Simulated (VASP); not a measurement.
# ScHO2 (R-3m) in VASP: G0W0 quasiparticle levels with r2SCAN

Aim: the G0W0 quasiparticle levels of ScHO2 with r2SCAN.

All numbers are computed with VASP 6.6.1; they aren't measurements. Logs are shortened: lines on timing, memory, paths and dates and some standing lists are left out, and cuts for length are marked.

**1. The cell of the first run**

Symmetry: R-3m, No. 166, trigonal system. Conventional cell: a = 3.203 Å, b = 3.203 Å, c = 13.420 Å, α = 90.00°, β = 90.00°, γ = 120.00°. Within 3.0 Å of Sc (site symmetry -3m) lie 6 O at 2.12 Å and 6 H at 2.90 Å. H (site symmetry -3m) has 2 O at 1.20 Å within 1.6 Å. Within 1.6 Å of O (site symmetry 3m) lie 1 H at 1.20 Å.

**2. G0W0 quasiparticle levels, r2SCAN**

Contents of POSCAR:

```
ScHO2
1.0
    1.6016150648      0.9246928888      4.4731943100
   -1.6016150648      0.9246928888      4.4731943100
    0.0000000000     -1.8493857776      4.4731943100
Sc H O
1 1 2
Direct
    0.0000000000      0.0000000000      0.0000000000
    0.5000000000      0.5000000000      0.5000000000
    0.5897940842      0.5897940842      0.5897940842
    0.4102059158      0.4102059158      0.4102059158
```

Contents of INCAR.step1:

```
ALGO = Normal ; EDIFF = 1E-8
ENCUT = 500 ; ISMEAR = 0
LASPH = True ; LCHARG = False
LMIXTAU = True ; LREAL = False
LWAVE = True ; METAGGA = R2SCAN
NELM = 100 ; PREC = Accurate
SIGMA = 0.01
```

Contents of INCAR.step2:

```
ALGO = Exact ; EDIFF = 1E-8
ENCUT = 500 ; ISMEAR = 0
ISTART = 1 ; LASPH = True
LCHARG = False ; LMIXTAU = True
LOPTICS = True ; LREAL = False
LWAVE = True ; METAGGA = R2SCAN
NBANDS = 76 ; NELM = 1
PREC = Accurate ; SIGMA = 0.01
```

Contents of INCAR.step3:

```
ALGO = EVGW0 ; EDIFF = 1E-8
ENCUT = 500 ; ENCUTGW = 80.0
ISMEAR = 0 ; ISTART = 1
LASPH = True ; LCHARG = False
LMIXTAU = True ; LREAL = False
LWAVE = False ; METAGGA = R2SCAN
NBANDS = 76 ; NBANDSGW = 20
NELMGW = 1 ; NOMEGA = 96
OMEGAMAX = 20 ; PREC = Accurate
PRECFOCK = Fast ; SIGMA = 0.01
```

Contents of KPOINTS:

```
k-points
0
Gamma
  6 6 6
```

Potentials or basis: VASP PAW PBE potentials, release 64 (Sc_sv_GW, H_GW, O_GW).

On the command line:

```sh
> cat potpaw_PBE.64/Sc_sv_GW/POTCAR potpaw_PBE.64/H_GW/POTCAR potpaw_PBE.64/O_GW/POTCAR > POTCAR
> cp INCAR.step1 INCAR
> mpirun -np 1 vasp_std > vasp.out
> cp INCAR.step2 INCAR
> mpirun -np 1 vasp_std > vasp.out
> cp INCAR.step3 INCAR
> mpirun -np 1 vasp_std > vasp.out
```

OUTCAR:

```text
EDIFF = 1E-8
   ENCUT = 500
   ENCUTGW = 80.0
   ISMEAR = 0
   ISTART = 1
   LASPH = True
   LREAL = False
   METAGGA = R2SCAN
   NELMGW = 1
   PREC = Accurate
   PRECFOCK = Fast

 ion  position               nearest neighbor table
   1  0.000  0.000  0.000-   3 2.12   4 2.12   3 2.12   3 2.12   4 2.12   4 2.12
   2  0.500  0.500  0.500-   3 1.20   4 1.20
   3  0.590  0.590  0.590-   2 1.20   1 2.12   1 2.12   1 2.12
   4  0.410  0.410  0.410-   2 1.20   1 2.12   1 2.12   1 2.12

  LATTYP: Found a trigonal (rhomboedric) cell.
 ALAT       =     4.8404230279
 COS(alpha) =     0.7810325055

  Lattice vectors:

 A1 = (   1.6016150648,   0.9246928888,   4.4731943100)
 A2 = (  -1.6016150648,   0.9246928888,   4.4731943100)
 A3 = (   0.0000000000,  -1.8493857776,   4.4731943100)

Analysis of symmetry for initial positions (statically):
=====================================================================
 Subroutine PRICEL returns:
 Original cell was already a primitive cell.

 Routine SETGRP: Setting up the symmetry group for a
 trigonal (rhombohedral) supercell.

 Subroutine GETGRP returns: Found 12 space group operations
 (whereof 12 operations were pure point group operations)
 out of a pool of 12 trial point group operations.

The static configuration has the point symmetry D_3d.

Analysis of symmetry for dynamics (positions and initial velocities):
=====================================================================
 Subroutine PRICEL returns:
 Original cell was already a primitive cell.

 Routine SETGRP: Setting up the symmetry group for a
 trigonal (rhombohedral) supercell.

 Subroutine GETGRP returns: Found 12 space group operations
 (whereof 12 operations were pure point group operations)
 out of a pool of 12 trial point group operations.

The dynamic configuration has the point symmetry D_3d.

 Subroutine INISYM returns: Found 12 space group operations
 (whereof 12 operations are pure point group operations),
 and found     1 'primitive' translations

----------------------------------------------------------------------------------------

                                     Primitive cell

  volume of cell :      39.7489

  direct lattice vectors                    reciprocal lattice vectors
     1.601615065  0.924692889  4.473194310     0.312184876  0.180240022  0.074517964
    -1.601615065  0.924692889  4.473194310    -0.312184876  0.180240022  0.074517964
     0.000000000 -1.849385778  4.473194310     0.000000000 -0.360480044  0.074517964
[... 46 lines left out ...]
  0.166667  0.000000  0.000000      6.000000
  0.333333 -0.000000  0.000000      6.000000
  0.500000 -0.000000  0.000000      3.000000
  0.166667  0.166667  0.000000      6.000000
  0.333333  0.166667  0.000000     12.000000
[... 16 lines left out ...]
  0.500000  0.500000  0.166667      6.000000
 -0.333333  0.500000  0.166667     12.000000
 [... further k-points ...]
   k-points           NKPTS =     32   k-points in BZ     NKDIM =    216   number of bands    NBANDS=     76
   number of dos      NEDOS =    301   number of ions     NIONS =      4
   total plane-waves  NPLWV =  46656
   dimension x,y,z NGX =    36 NGY =   36 NGZ =   36
   dimension x,y,z NGXF=    72 NGYF=   72 NGZF=   72
   ions per type =               1   1   2
   NGX,Y,Z   is equivalent  to a cutoff of  12.36, 12.36, 12.36 a.u.
   NGXF,Y,Z  is equivalent  to a cutoff of  24.73, 24.73, 24.73 a.u.
 SYSTEM =  unknown system
   PREC   = accura    normal or accurate (medium, high low for compatibility)
   ISTART =      1    job   : 0-new  1-cont  2-samecut
   ICHARG =      0    charge: 1-file 2-atom 10-const
   ISPIN  =      1    spin polarized calculation?
   LNONCOLLINEAR =      F non collinear calculations
   LSORBIT =      F    spin-orbit coupling
   LASPH  =      T    aspherical Exc in radial PAW
   ENCUT  =  500.0 eV  36.75 Ry    6.06 a.u.   8.83  8.83  8.83*2*pi/ulx,y,z
   NELM   =     60;   NELMIN=  2; NELMDL=  0     # of ELM steps
   EDIFF  = 0.1E-07   stopping-criterion for ELM
   LREAL  =      F    real-space projection
   EDIFFG = 0.1E-06   stopping-criterion for IOM
   NSW    =      0    number of steps for IOM
   IBRION =     -1    ionic relax: 0-MD 1-quasi-New 2-CG
   NFREE  =      0    steps in history (QN), initial steepest desc. (CG)
   ISIF   =      0    stress and relaxation
   ISYM   =      3    0-nonsym 1-usesym 2-fastsym
   POTIM  = 0.5000    time-step for ionic-motion
   TEBEG  =    0.0;   TEEND  =   0.0 temperature during run
   PSTRESS=    0.0 pullay stress
   NELECT =      24.0000    total number of electrons
   NUPDOWN=      -1.0000    fix difference up-down
   EMIN   =  10.00;   EMAX   =-10.00  energy-range for DOS
   EFERMI =   0.00;   METHOD = LEGACY
   ISMEAR =     0;   SIGMA  =   0.01  broadening in eV -4-tet -1-fermi 0-gaus
   EFERMI_NEDOS =   21; number of points for ismear=-14 and -15
   IALGO  =     38    algorithm
   IMIX   =      4    mixing-type and parameters
     AMIX     =   0.40;   BMIX     =  1.00
     AMIX_MAG =   1.60;   BMIX_MAG =  1.00
  volume/ion in A,a.u.               =       9.94        67.06
  Fermi-wavevector in a.u.,A,eV,Ry     =   1.383684  2.614784 26.049474  1.914582
  Thomas-Fermi vector in A             =   2.508259
   LORBIT       =      0    0 simple, 1 ext, 2 COOP (PROOUT), +10 PAW based schemes
   METAGGA = R2SCAN    functional components
   LHFCALC =     T    Hartree Fock is set to
   PRECFOCK=fast      Normal, Fast or Accurate (Low or Medium for compatibility)
   ENCUT4O =  -1.0   cutoff for four orbital integrals eV
   NKREDX  =     1    reduce k-point grid by
   NKREDY  =     1    reduce k-point grid by
   NKREDZ  =     1    reduce k-point grid by
   AEXX    =    1.0000 exact exchange contribution
   HFSCREEN=    0.0000 screening length (either q_TF or 0.3 A-1)
   HFSCREENC=   0.0000 screening length for correlation (either q_TF or 0.3 A-1)
   ENCUTFOCK=  -1.0 apply spherical cutoff to Coloumb kernel
   IVDW    =     0    specifies the selected vdW correction
   LEPSILON=     F    determine dielectric tensor
   LRPA    =     F    only Hartree local field effects (RPA)
   LRPAFORCE           =     F    calculate RPA forces
   ENCUTGW             =  80.0    cutoff for response function in eV
   ENCUTGWSOFT         =  64.0    soft cutoff for Coulomb kernel in GW response function in eV
   ENCUTLF             =  -1.0    cutoff for local field effects
   NELMGW              =     1    number of iterations in solving QP/BSE equation
   NELMHF              =     1    number of iterations in the inner HF iteration
   NKREDLFX            =     1    NKREDLFY  =   1   NKREDLFZ  =   1
 non-spin polarized calculation
 Gauss-broadening in eV      SIGMA  =   0.01
  energy-cutoff  :      500.00
  volume of cell :       39.75
 maximum number of plane-waves:      1026
  NGX = 20; NGY = 20; NGZ = 20
   NGX = 17   NGY = 17   NGZ = 17
 maximum number of plane-waves:        72
 NGX is ok and might be reduce to    18

 QP shifts <psi_nk| G(iteration)W_0 |psi_nk>: iteration 1
 for sc-GW calculations column KS-energies equals QP-energies in previous step
 and V_xc(KS)=  KS-energies - (<T + V_ion + V_H > + <T+V_H+V_ion>^1  + <V_x>^1)

 k-point   1 :       0.0000    0.0000    0.0000
  band No.  KS-energies  QP-energies   sigma(KS)   V_xc(KS)     V^pw_x(r,r')   Z            occupation Imag(sigma)

      1     -46.4883     -47.8842     -26.8316     -24.7202     -38.1649       0.6611       2.0000       0.7029
      2     -24.3017     -25.3594     -24.2227     -22.7434     -31.1771       0.7151       2.0000       0.3573
      3     -23.9139     -25.0296     -24.6628     -23.1133     -31.3943       0.7201       2.0000       0.2815
      4     -23.9139     -25.0296     -24.6628     -23.1133     -31.3943       0.7201       2.0000       0.2815
      5     -16.1571     -17.1115     -21.8598     -20.4840     -30.7776       0.6937       2.0000       0.8264
      6     -13.7985     -14.7928     -23.5658     -22.1720     -31.8794       0.7133       2.0000       0.7306
[... 564 lines left out ...]
     19      15.8011      16.6302      -9.8213     -10.8638      -5.2103       0.7953       0.0000      -0.1621
     20      17.0462      17.9096     -11.0724     -12.1436      -6.2520       0.8061       0.0000      -0.2149

 [... further k-points ...]
```

OUTCAR.step1:

```text
EDIFF = 1E-8
   ENCUT = 500
   ISMEAR = 0
   LASPH = True
   LREAL = False
[... 684 lines left out ...]
      0.00000      0.00000      0.00000        -0.000000      0.000000      0.000000
      0.00000      0.00000      6.70979         0.000000      0.000000      0.000000
      0.00000      0.00000      7.91479        -0.000000     -0.000000      0.017959
      0.00000      0.00000      5.50479        -0.000000      0.000000     -0.017959
 -----------------------------------------------------------------------------------
    total drift:                               -0.000000      0.000000      0.000000

  FREE ENERGIE OF THE ION-ELECTRON SYSTEM (eV)
  ---------------------------------------------------
  free  energy   TOTEN  =       -40.3780899102 eV

  energy  without entropy=      -40.3780899102  energy(sigma->0) =      -40.37808991
```

Wall time 1.9 h (1 thread of Intel Xeon Platinum 8259CL at 2.50GHz (Skylake/Cascade Lake), shared host); peak memory 0.87 GiB.

Results:

```yaml
Quasiparticle_gap: 6.57 eV
Least_direct_quasiparticle_gap: 7.04 eV
Band_gap_of_the_starting_levels_on_the_mesh: 4.60 eV
Least_direct_gap_of_the_starting_levels_on_the_mesh: 4.98 eV
```

Caveat: the k points lie up to 0.39 Å⁻¹ apart; bands, screening cutoff and mesh are small and nothing is extrapolated, so the quasiparticle values aren't converged.
